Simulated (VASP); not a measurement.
A run of VASP 6.6.1:

File INCAR:

```
PREC = Accurate
ENCUT = 520
EDIFF = 1E-7
ISMEAR = 0
SIGMA = 0.15
LREAL = False
LASPH = True
NELM = 150
ALGO = Normal
ISIF = 2
LWAVE = False
LCHARG = True
ISPIN = 2
MAGMOM = 0.81
LORBIT = 11
LMAXMIX = 4
GGA = PS
LELF = True
LVHAR = True
NBANDS = 15
```

The input KPOINTS:

```
regular mesh
0
Gamma
  22 22 22
```

POSCAR

```
Ni
1.0
    0.0000000000      1.6265140000      1.8386680000
    1.6265140000      0.0000000000      1.8386680000
    1.6265140000      1.6265140000      0.0000000000
Ni
1
Direct
    0.0000000000      0.0000000000      0.0000000000
```

Potentials or basis: VASP PAW PBE potentials, release 64 (Ni).

Launch:

```sh
$ cat potpaw_PBE.64/Ni/POTCAR > POTCAR
$ mpirun -np 1 vasp_std > vasp.out
```

Hardware: 1 thread of Intel Xeon 8259CL, on a shared host.

Q: How long does it take, and how much memory?

A: Wall time 6.3 min on 1 thread of Intel Xeon 8259CL (shared host), peak memory 0.29 GiB. Counts: scf iterations 14, k points 834.
